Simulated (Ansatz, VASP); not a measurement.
One calculation of Nb, two programs

Contents of INCAR:

```
  PREC = Accurate
  ENCUT = 520
  EDIFF = 1E-7
  ISMEAR = -1
  SIGMA = 0.08
  LREAL = F
  LASPH = T
  NELM = 60
  ALGO = Normal
  ISIF = 2
  LWAVE = F
  LCHARG = F
  GGA = PE
  NBANDS = 12
```

The input KPOINTS:

```
regular mesh
0
Gamma
  16 16 16
```

POSCAR

```
Nb
1.0
   -1.6437733055      1.6437733055      1.6437733055
    1.6437733055     -1.6437733055      1.6437733055
    1.6437733055      1.6437733055     -1.6437733055
Nb
1
Direct
    0.0000000000      0.0000000000      0.0000000000
```

Input for Ansatz:

```yaml
crystal:
  lattice:
    - [-1.6437733055, 1.6437733055, 1.6437733055]
    - [1.6437733055, -1.6437733055, 1.6437733055]
    - [1.6437733055, 1.6437733055, -1.6437733055]
  atoms:
    - { symbol: Nb, position: [0.0, 0.0, 0.0] }
kpoints:
  mp_grid: { grid: [16, 16, 16] }
scf:
  occupations: { method: fermi_dirac, width: 0.08 }
hamiltonian:
  xc: pbe
  pseudopotentials: { kind: all_electron, lapw: { basis_error: 0.001 } }
output:
  forces: true
  stress: true
  eigenvalues: true
```

Change from the starting cell: volume scaled by 0.98.

Alike in both runs: task single point; functional PBE; k mesh 16 × 16 × 16; occupations fermi-dirac, width 0.08 eV; no spin polarisation.

|  | VASP | Ansatz |
| --- | --- | --- |
| version | VASP 6.6.1 | Ansatz 0.2.0 |
| potentials or method | VASP PAW PBE potentials, release 64 (Nb_sv), cutoff 520 eV | all-electron LAPW, scalar-relativistic |

|  | VASP | Ansatz | Ansatz less VASP |
| --- | --- | --- | --- |
| pressure (GPa) | 3.2 | 3.6 | +0.34 |

Ansatz ran all-electron here, and VASP with PAW potentials.
